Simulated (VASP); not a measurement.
# Au (Im-3m) in VASP: notebook

Runs on Au. Level: PBEsol. Tasks: single point, relaxation of cell and atoms.

Everything below comes from runs of VASP 6.6.1. Logs are shortened: lines on timing, memory, paths and dates and some standing lists are left out, and cuts for length are marked.

## 1. The cell of the first run

Symmetry: Im-3m, No. 229, cubic system. The conventional cell has a = 3.242 Å, b = 3.242 Å, c = 3.242 Å, α = 90.00°, β = 90.00°, γ = 90.00°. Within 3.7 Å of Au (site symmetry m-3m) lie 14 Au at 2.81 to 3.24 Å.

## 2. Single point, PBEsol

Contents of INCAR:

```
  PREC = Accurate
  ENCUT = 520
  EDIFF = 1E-7
  ISMEAR = 0
  SIGMA = 0.15
  LREAL = F
  LASPH = T
  NELM = 80
  ALGO = Normal
  ISIF = 2
  LWAVE = F
  LCHARG = F
  GGA = PS
  NBANDS = 12
```

Contents of KPOINTS:

```
regular mesh
0
Gamma
  14 14 14
```

Contents of POSCAR:

```
Au
1.0
   -1.6210733942      1.6210733942      1.6210733942
    1.6210733942     -1.6210733942      1.6210733942
    1.6210733942      1.6210733942     -1.6210733942
Au
1
Direct
    0.0000000000      0.0000000000      0.0000000000
```

Potentials or basis: VASP PAW PBE potentials, release 64 (Au).

Started as:

```console
> cat potpaw_PBE.64/Au/POTCAR > POTCAR
> mpirun -np 1 vasp_std > vasp.out
```

OUTCAR:

```text
PREC = Accurate
   ENCUT = 520
   EDIFF = 1E-7
   ISMEAR = 0
   LREAL = F
   LASPH = T
   NELM = 80
   ISIF = 2
   GGA = PS

 ion  position               nearest neighbor table
   1  0.000  0.000  0.000-

  LATTYP: Found a body centered cubic cell.
 ALAT       =     3.2421467884

  Lattice vectors:

 A1 = (  -1.6210733942,   1.6210733942,   1.6210733942)
 A2 = (   1.6210733942,  -1.6210733942,   1.6210733942)
 A3 = (   1.6210733942,   1.6210733942,  -1.6210733942)

Analysis of symmetry for initial positions (statically):
=====================================================================
 Subroutine PRICEL returns:
 Original cell was already a primitive cell.

 Routine SETGRP: Setting up the symmetry group for a
 body centered cubic supercell.

 Subroutine GETGRP returns: Found 48 space group operations
 (whereof 48 operations were pure point group operations)
 out of a pool of 48 trial point group operations.

The static configuration has the point symmetry O_h .

Analysis of symmetry for dynamics (positions and initial velocities):
=====================================================================
 Subroutine PRICEL returns:
 Original cell was already a primitive cell.

 Routine SETGRP: Setting up the symmetry group for a
 body centered cubic supercell.

 Subroutine GETGRP returns: Found 48 space group operations
 (whereof 48 operations were pure point group operations)
 out of a pool of 48 trial point group operations.

The dynamic configuration has the point symmetry O_h .

 Subroutine INISYM returns: Found 48 space group operations
 (whereof 48 operations are pure point group operations),
 and found     1 'primitive' translations

----------------------------------------------------------------------------------------

                                     Primitive cell

  volume of cell :      17.0399

  direct lattice vectors                    reciprocal lattice vectors
    -1.621073394  1.621073394  1.621073394     0.000000000  0.308437608  0.308437608
     1.621073394 -1.621073394  1.621073394     0.308437608  0.000000000  0.308437608
     1.621073394  1.621073394 -1.621073394     0.308437608  0.308437608  0.000000000

  length of vectors
     2.807781482  2.807781482  2.807781482     0.436196648  0.436196648  0.436196648

  position of ions in fractional coordinates (direct lattice)
     0.000000000  0.000000000  0.000000000

  ion indices of the primitive-cell ions
   primitive index   ion index
                 1           1

----------------------------------------------------------------------------------------

 KPOINTS: regular mesh

Automatic generation of k-mesh.
 Grid dimensions read from file:
 generate k-points for:   14   14   14

 Generating k-lattice:

  Cartesian coordinates                     Fractional coordinates (reciprocal lattice)
     0.000000000  0.022031258  0.022031258     0.071428571  0.000000000  0.000000000
     0.022031258  0.000000000  0.022031258     0.000000000  0.071428571  0.000000000
     0.022031258  0.022031258  0.000000000     0.000000000  0.000000000  0.071428571

  Length of vectors
     0.031156903  0.031156903  0.031156903

  Shift w.r.t. Gamma in fractional coordinates (k-lattice)
     0.000000000  0.000000000  0.000000000

 Subroutine IBZKPT returns following result:
 ===========================================

 Found    104 irreducible k-points:

 Following reciprocal coordinates:
            Coordinates               Weight
  0.000000  0.000000  0.000000      1.000000
  0.071429  0.000000  0.000000     12.000000
  0.142857  0.000000  0.000000     12.000000
  0.214286  0.000000  0.000000     12.000000
  0.285714  0.000000  0.000000     12.000000
  0.357143  0.000000  0.000000     12.000000
[... 16 lines left out ...]
  0.285714  0.285714  0.000000     24.000000
  0.357143  0.285714 -0.000000     24.000000
 [... further k-points ...]
   k-points           NKPTS =    104   k-points in BZ     NKDIM =    104   number of bands    NBANDS=     12
   number of dos      NEDOS =    301   number of ions     NIONS =      1
   total plane-waves  NPLWV =  13824
   dimension x,y,z NGX =    24 NGY =   24 NGZ =   24
   dimension x,y,z NGXF=    48 NGYF=   48 NGZF=   48
   ions per type =               1
   NGX,Y,Z   is equivalent  to a cutoff of  14.21, 14.21, 14.21 a.u.
   NGXF,Y,Z  is equivalent  to a cutoff of  28.42, 28.42, 28.42 a.u.
 SYSTEM =  unknown system
   PREC   = accura    normal or accurate (medium, high low for compatibility)
   ISTART =      0    job   : 0-new  1-cont  2-samecut
   ICHARG =      2    charge: 1-file 2-atom 10-const
   ISPIN  =      1    spin polarized calculation?
   LNONCOLLINEAR =      F non collinear calculations
   LSORBIT =      F    spin-orbit coupling
   LASPH  =      T    aspherical Exc in radial PAW
   ENCUT  =  520.0 eV  38.22 Ry    6.18 a.u.   5.22  5.22  5.22*2*pi/ulx,y,z
   NELM   =     80;   NELMIN=  2; NELMDL= -5     # of ELM steps
   EDIFF  = 0.1E-06   stopping-criterion for ELM
   LREAL  =      F    real-space projection
   EDIFFG = 0.1E-05   stopping-criterion for IOM
   NSW    =      0    number of steps for IOM
   IBRION =     -1    ionic relax: 0-MD 1-quasi-New 2-CG
   NFREE  =      0    steps in history (QN), initial steepest desc. (CG)
   ISIF   =      2    stress and relaxation
   ISYM   =      2    0-nonsym 1-usesym 2-fastsym
   POTIM  = 0.5000    time-step for ionic-motion
   TEBEG  =    0.0;   TEEND  =   0.0 temperature during run
   PSTRESS=    0.0 pullay stress
   NELECT =      11.0000    total number of electrons
   NUPDOWN=      -1.0000    fix difference up-down
   EMIN   =  10.00;   EMAX   =-10.00  energy-range for DOS
   EFERMI =   0.00;   METHOD = LEGACY
   ISMEAR =     0;   SIGMA  =   0.15  broadening in eV -4-tet -1-fermi 0-gaus
   EFERMI_NEDOS =   21; number of points for ismear=-14 and -15
   IALGO  =     38    algorithm
   IMIX   =      4    mixing-type and parameters
     AMIX     =   0.40;   BMIX     =  1.00
     AMIX_MAG =   1.60;   BMIX_MAG =  1.00
  volume/ion in A,a.u.               =      17.04       114.99
  Fermi-wavevector in a.u.,A,eV,Ry     =   1.414869  2.673716 27.236900  2.001856
  Thomas-Fermi vector in A             =   2.536367
   LORBIT       =      0    0 simple, 1 ext, 2 COOP (PROOUT), +10 PAW based schemes
   GGA     = PS    functional components
   LHFCALC =     F    Hartree Fock is set to
   AEXX    =    0.0000 exact exchange contribution
   IVDW    =     0    specifies the selected vdW correction
   LEPSILON=     F    determine dielectric tensor
   LRPA    =     F    only Hartree local field effects (RPA)
 non-spin polarized calculation
 Gauss-broadening in eV      SIGMA  =   0.15
  energy-cutoff  :      520.00
  volume of cell :       17.04
 maximum number of plane-waves:       474
 NGX is ok and might be reduce to    24

 number of electron      11.0000001 magnetization

 Free energy of the ion-electron system (eV)
  ---------------------------------------------------
  ext. energy  EPLUGINS =         0.00000000
  ---------------------------------------------------
  free energy    TOTEN  =        -3.90276540 eV

  energy without entropy =       -3.90042933  energy(sigma->0) =       -3.90159736

 E-fermi :   9.3145     XC(G=0): -12.8893

 val. band max:        9.3063453977   @ k =   0.5000   0.5000   0.0714
 cond. band min:       9.3798433376   @ k =   0.3571   0.0714   0.0714
 fundamental gap:      0.0734979399
 Fermi energy:         9.3145087624

 k-point     1 :       0.0000    0.0000    0.0000
  band No.  band energies     occupation
      1      -0.6309      2.00000
      2       4.4096      2.00000
      3       4.4096      2.00000
      4       4.4096      2.00000
      5       6.3634      2.00000
      6       6.3634      2.00000
      7      25.7808      0.00000
      8      25.7808      0.00000
      9      25.7808      0.00000
     10      33.5967      0.00000
     11      33.5967      0.00000
     12      33.5967      0.00000

 k-point     2 :       0.0714    0.0000    0.0000
  band No.  band energies     occupation
      1      -0.4427      2.00000
      2       4.3489      2.00000
      3       4.4144      2.00000
      4       4.5437      2.00000
      5       6.2907      2.00000
      6       6.3678      2.00000
      7      25.7616      0.00000
      8      25.8263      0.00000
      9      26.0243      0.00000
     10      31.6708      0.00000
     11      31.7351      0.00000
     12      32.9295      0.00000

 k-point     3 :       0.1429    0.0000    0.0000
  band No.  band energies     occupation
      1       0.0967      2.00000
      2       4.1828      2.00000
      3       4.4209      2.00000
      4       4.9337      2.00000
      5       6.1370      2.00000
      6       6.3830      2.00000
      7      25.1264      0.00000
      8      25.6775      0.00000
      9      26.7218      0.00000
     10      29.7293      0.00000
     11      30.3299      0.00000
     12      31.2278      0.00000
[... 286 lines left out ...]
 k-point    23 :       0.2857    0.2857    0.0000
  band No.  band energies     occupation
      1       2.9506      2.00000
      2       3.8818      2.00000
      3       4.5855      2.00000
      4       6.2930      2.00000
      5       6.6891      2.00000
      6      11.4265      0.00000
      7      14.4457      0.00000
      8      16.9763      0.00000
      9      23.5867      0.00000
     10      29.5330      0.00000
     11      31.2687      0.00000
     12      36.7737      0.00000

 k-point    24 :       0.3571    0.2857   -0.0000
  band No.  band energies     occupation
      1       2.9843      2.00000
      2       3.9805      2.00000
      3       4.5296      2.00000
      4       6.4078      2.00000
      5       6.6716      2.00000
      6      12.6040      0.00000
      7      13.6864      0.00000
      8      16.0094      0.00000
      9      23.6134      0.00000
     10      29.9696      0.00000
     11      30.6014      0.00000
     12      36.8228      0.00000

 [... further k-points ...]

------------------------ aborting loop because EDIFF is reached ----------------------------------------

  FORCE on cell =-STRESS in cart. coord.  units (eV):
  Direction    XX          YY          ZZ          XY          YZ          ZX
  --------------------------------------------------------------------------------------
  -------------------------------------------------------------------------------------
  Total       -0.0529294     -0.0529294     -0.0529294     -0.0000000      0.0000000      0.0000000
  in kB       -4.9766757     -4.9766757     -4.9766757     -0.0000000      0.0000000      0.0000000
  external PRESSURE =      -4.9766757 kB  Pullay stress =       0.0000000 kB

 VOLUME and BASIS-vectors are now :
 -----------------------------------------------------------------------------
  energy-cutoff  :      520.00
  volume of cell :       17.04
      direct lattice vectors                 reciprocal lattice vectors
    -1.621073394  1.621073394  1.621073394     0.000000000  0.308437608  0.308437608
     1.621073394 -1.621073394  1.621073394     0.308437608  0.000000000  0.308437608
     1.621073394  1.621073394 -1.621073394     0.308437608  0.308437608  0.000000000

 POSITION                                       TOTAL-FORCE (eV/Angst)
 -----------------------------------------------------------------------------------
      0.00000      0.00000      0.00000         0.000000     -0.000000      0.000000
 -----------------------------------------------------------------------------------
    total drift:                               -0.000000      0.000000      0.000000

  FREE ENERGIE OF THE ION-ELECTRON SYSTEM (eV)
  ---------------------------------------------------
  free  energy   TOTEN  =        -3.9027653958 eV

  energy  without entropy=       -3.9004293339  energy(sigma->0) =       -3.90159736
```

It took 46 s on 1 thread of AMD EPYC 7R43 (Zen 3), shared host; peak memory 0.12 GiB.

Results:

```
Free energy : -3.9028 eV
Pressure    : -0.5 GPa
```

Caveat: the PAW data sets were made with another functional, which shifts forces and pressure a little; spin-orbit coupling is left out, which moves the levels of the heavy elements.

## 3. Relaxation of cell and atoms, PBEsol

Contents of INCAR:

```
SYSTEM = Au
PREC = Accurate
ENCUT = 600
EDIFF = 1E-6
ISMEAR = 0
SIGMA = 0.1
LREAL = .False.
LASPH = .True.
NELM = 100
ALGO = Normal
ISIF = 3
LWAVE = .False.
LCHARG = .False.
GGA = PS
IBRION = 2
NSW = 100
EDIFFG = -0.005
```

Contents of KPOINTS:

```
Automatic mesh
0
Gamma
  18 18 18
  0 0 0
```

Contents of POSCAR:

```
Au
1.0
   -1.6205996788      1.6205996788      1.6205996788
    1.6205996788     -1.6205996788      1.6205996788
    1.6205996788      1.6205996788     -1.6205996788
Au
1
Direct
    0.0000000000      0.0000000000      0.0000000000
```

Potentials or basis: VASP PAW PBE potentials, release 64 (Au).

Started as:

```console
> cat potpaw_PBE.64/Au/POTCAR > POTCAR
> mpirun -np 1 vasp_std > vasp.out
```

It took 1.7 min on 1 thread of AMD EPYC 7R43 (Zen 3), shared host; peak memory 0.15 GiB.

The run converged. Its results:

| Quantity | Value |
| --- | --- |
| Free energy | -3.9049 eV |
| Relaxed volume | 17.02 Å³/atom |
| Relaxed cell | a = 2.807 Å, b = 2.807 Å, c = 2.807 Å, α = 109.47°, β = 109.47°, γ = 109.47° |
| Space group after relaxing (to 0.05 Å) | Im-3m (No. 229) |
| Energy gained by relaxing | 0.0 meV/atom |
| Ionic steps | 3 |
| Pressure after relaxing | 0.0 GPa |

Final structure:
```
CELL_PARAMETERS angstrom
-1.62042 1.62042 1.62042
1.62042 -1.62042 1.62042
1.62042 1.62042 -1.62042
ATOMIC_POSITIONS crystal
Au 0.00000 0.00000 0.00000
```

Levels at points of the mesh, in eV from the Fermi level:
```tsv
k point	band 3	band 4	band 5	band 6	band 7	band 8	band 9
(0.00, 0.00, 0.00)	-4.89	-4.89	-2.94	-2.94	16.48	16.48	16.48
(0.50, 0.00, 0.00)	-3.09	-2.73	-1.38	-0.72	3.54	12.33	13.87
(0.50, 0.50, 0.50)	-1.77	-1.77	-1.77	6.23	6.23	6.23	9.70
```

Caveat: the PAW data sets were made with another functional, which shifts forces and pressure a little; spin-orbit coupling is left out, which moves the levels of the heavy elements.

## 4. Single point, PBEsol

This run uses another cell than the first one: it holds 2 atoms, not 1.

Contents of INCAR:

```
SYSTEM = Au
PREC     = Accurate       ! precision mode
ENCUT    = 520            ! plane-wave cutoff, eV
EDIFF    = 1E-6           ! SCF threshold, eV
ISMEAR   = 0              ! smearing method
SIGMA    = 0.15           ! smearing width, eV
LREAL    = .False.        ! projectors in reciprocal space
LASPH    = .True.         ! aspherical terms in the spheres
NELM     = 80             ! most SCF steps
ALGO     = Normal         ! electronic algorithm
ISIF     = 2              ! what is computed and relaxed
LWAVE    = .False.        ! write WAVECAR
LCHARG   = .True.         ! write CHGCAR
GGA      = PS             ! functional
LELF     = .True.         ! ELF
LVHAR    = .True.       
NBANDS   = 18             ! bands
```

Contents of KPOINTS:

```
regular mesh
0
Gamma
  12 12 8
  0 0 0
```

Contents of POSCAR:

```
Au
1.0
   -1.6210733942      1.6210733942      1.6210733942
    1.6210733942     -1.6210733942      1.6210733942
    3.2421467884      3.2421467884      0.0000000000
Au
2
Direct
    0.0000000000      0.0000000000      0.0000000000
    0.5000000000      0.5000000000      0.5000000000
```

Started as:

```console
> cat potpaw_PBE.64/Au/POTCAR > POTCAR
> mpirun -np 1 vasp_std > vasp.out
```

Wall time 3.1 min (1 thread of AMD EPYC 7R43 (Zen 3), shared host); peak memory 0.2 GiB.

The run converged, but its numbers aren't listed here, since they failed a check.

Caveat: the PAW data sets were made with another functional, which shifts forces and pressure a little; spin-orbit coupling is left out, which moves the levels of the heavy elements.
